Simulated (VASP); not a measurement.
Write the native input for VASP 6.6.1 that does the following.

* Task: single point
* Functional: PBE
* Potentials or basis: VASP PAW PBE potentials, release 64 (In_d, Se)
* Cutoff: 520 eV
* k mesh: 6 × 6 × 10
* Occupations: gaussian, width 0.1 eV
* Spin: no spin polarisation
* Dipole correction: no
* Further INCAR settings: ALGO = Normal; EDIFF = 1e-07; NBANDS = 30

The structure of InSe5 lies in POSCAR:

```
InSe5
1.0
    7.1737245906      0.0000000000      0.0000000000
   -3.5868622953      6.2126277352      0.0000000000
    0.0000000000      0.0000000000      3.6514132449
In Se
1 5
Direct
    0.0000000000      0.0000000000      0.0000000000
    0.3333333333      0.6666666667      0.0000000000
    0.6666666667      0.3333333333      0.0000000000
    0.5000000000      0.0000000000      0.5000000000
    0.5000000000      0.5000000000      0.5000000000
    0.0000000000      0.5000000000      0.5000000000
```

The cell was built from a structure type or drawn by symmetry, and may not be a known phase.

These files were run (other wordings do the same):

INCAR

```
SYSTEM = InSe5
ALGO     = Normal         ! electronic algorithm
EDIFF    = 1E-7           ! SCF threshold, eV
ENCUT    = 520            ! plane-wave cutoff, eV
GGA      = PE             ! functional
ISIF     = 2              ! what is computed and relaxed
ISMEAR   = 0              ! smearing method
LASPH    = .TRUE.         ! aspherical terms in the spheres
LCHARG   = .FALSE.        ! write CHGCAR
LREAL    = .FALSE.        ! projectors in reciprocal space
LWAVE    = .FALSE.        ! write WAVECAR
NBANDS   = 30             ! bands
NELM     = 80             ! most SCF steps
PREC     = Accurate       ! precision mode
SIGMA    = 0.1            ! smearing width, eV
```

KPOINTS

```
k-points
0
G
  6 6 10
  0 0 0
```

Potentials or basis: VASP PAW PBE potentials, release 64 (In_d, Se).

Launch:

```bash
$ cat potpaw_PBE.64/In_d/POTCAR potpaw_PBE.64/Se/POTCAR > POTCAR
$ mpirun -np 1 vasp_std > vasp.out
```

It gave:

The pressure is 0.0 GPa. The band gap on the k mesh is zero (an odd number of electrons rules out a gap without spin polarisation).

Caveat: spin-orbit coupling is left out, which moves the levels of the heavy elements.

It took 6.5 min on 1 thread of Intel Xeon 8259CL, with other jobs on the host, peak memory 0.36 GiB.
